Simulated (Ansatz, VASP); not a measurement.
## One calculation of Li16B, two programs

```
Li B
1.0
     6.98000    0.00000    0.00000
     0.00000    6.98000    0.00000
     0.00000    0.00000    6.98000
Li B
16 1
Direct
  0.95826 0.07321 0.99972
  0.54190 0.07305 0.99972
  0.04484 0.49076 0.99997
  0.97420 0.95887 0.49970
  0.24999 0.23228 0.27880
  0.45556 0.49047 0.99997
  0.52589 0.95897 0.49970
  0.75002 0.25977 0.29419
  0.02874 0.51780 0.50004
  0.25014 0.79105 0.22406
  0.24998 0.23227 0.72127
  0.47123 0.51779 0.50003
  0.75012 0.67709 0.20798
  0.75002 0.25914 0.70490
  0.25014 0.79126 0.77576
  0.75013 0.67672 0.79166
  0.75029 0.37504 0.99935
```

Alike in both runs: functional PBEsol; k mesh 2 × 2 × 2; occupations fermi-dirac, width 0.1 eV; no spin polarisation.

Ansatz relaxed the structure, and its values are those at the end. VASP's run is a single point on that final structure, the one shown.

```csv
,VASP,Ansatz
version,VASP 6.6.1,Ansatz 0.2.0
potentials or method,"VASP PAW PBE potentials, release 64 (Li_sv, B), cutoff 520 eV","scalar-relativistic, plane waves, PAW"
valence electrons in the cell,51,51
```

VASP gave:

* rms of the force components (eV/Å): 0.018

Problem. Estimate Ansatz's values.

Solution. rms of the force components (eV/Å): 0.019.

VASP's potentials were made for PBE, not for PBEsol. With one functional, cell and mesh, what is left measures potentials, basis and numerics.

The k mesh is coarse, so the values compare programs but aren't converged. Noted on VASP's run: the cutoff is under 1.25 times that of the potentials, so the pressure is a little rough.
